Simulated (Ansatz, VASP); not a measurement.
**GaN in VASP and in Ansatz**

```xyz
2
Lattice="0.0000 2.2535 2.2535 2.2535 0.0000 2.2535 2.2535 2.2535 0.0000" Properties=species:S:1:pos:R:3 pbc="T T T"
Ga    0.0000    0.0000    0.0000
N     1.1268    1.1268    1.1268
```

Alike in both runs: task relaxation of cell and atoms; functional RPBE; k mesh 10 × 10 × 10; occupations fermi-dirac, width 0.05 eV; no spin polarisation.

```csv
,VASP,Ansatz
version,VASP 6.6.1,Ansatz 0.2.0
potentials or method,"VASP PAW PBE potentials, release 64 (Ga_d, N)",Ansatz PAW
plane-wave cutoff (eV),600,420
valence electrons in the cell,18,18
```

|  | VASP | Ansatz | Ansatz less VASP |
| --- | --- | --- | --- |
| gap on the k mesh at the Fermi level, each at its own relaxed structure (eV) | 1.46 | 1.43 | -0.023 |
| relaxed volume (Å³/atom) | 12.03 | 12.04 | +0.011 |
| relaxed cell length with the largest relative difference (Å) | 3.241 | 3.242 | +0.0010 |

VASP's potentials were made for PBE, not for RPBE.

Noted on Ansatz's run: the plane-wave basis is chosen anew once the cell has moved, so the energies of steps on either side of that aren't comparable.
